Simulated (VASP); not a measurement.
Here is a VASP 6.6.1 calculation.

Contents of POSCAR:

```
KF
1.0
    0.0000000000      2.6231177000      2.6231177000
    2.6231177000      0.0000000000      2.6231177000
    2.6231177000      2.6231177000      0.0000000000
K F
1 1
Direct
    0.0000000000      0.0000000000      0.0000000000
    0.5000000000      0.5000000000      0.5000000000
```

File INCAR.step1:

```
SYSTEM = KF
  PREC = Accurate
  ENCUT = 520
  ISMEAR = -1
  SIGMA = 0.02
  LREAL = .False.
  LASPH = .True.
  NELM = 60
  GGA = PE
  ALGO = Normal
  EDIFF = 1E-4
  LWAVE = .True.
  LCHARG = .False.
```

The input INCAR.step2:

```
SYSTEM = KF
  PREC = Accurate
  ENCUT = 520
  EDIFF = 1E-6
  ISMEAR = -1
  SIGMA = 0.02
  LREAL = .False.
  LASPH = .True.
  NELM = 60
  ALGO = Normal
  ISIF = 2
  LWAVE = .False.
  LCHARG = .False.
  METAGGA = R2SCAN
  LMIXTAU = .True.
  IBRION = 2
  NSW = 50
  EDIFFG = -0.01
  ISTART = 1
```

The input KPOINTS:

```
Automatic mesh
0
Gamma
  10 10 10
  0 0 0
```

Potentials or basis: VASP PAW PBE potentials, release 64 (K_sv, F).

Command:

```console
$ cat potpaw_PBE.64/K_sv/POTCAR potpaw_PBE.64/F/POTCAR > POTCAR
$ cp INCAR.step1 INCAR
$ mpirun -np 1 vasp_std > vasp.out
$ cp INCAR.step2 INCAR
$ mpirun -np 1 vasp_std > vasp.out
```

Estimate the band gap on the k mesh.

7.13 eV, direct.

Final structure:
```
CELL_PARAMETERS angstrom
0.00000 2.62312 2.62312
2.62312 0.00000 2.62312
2.62312 2.62312 0.00000
ATOMIC_POSITIONS crystal
K 0.00000 0.00000 0.00000
F 0.50000 0.50000 0.50000
```

Caveat: the relaxation stopped at its first step, so nothing moved; the PAW data sets were made with another functional, which shifts forces and pressure a little. r2SCAN opens gaps a little over a GGA but as a rule still falls short of measured ones.
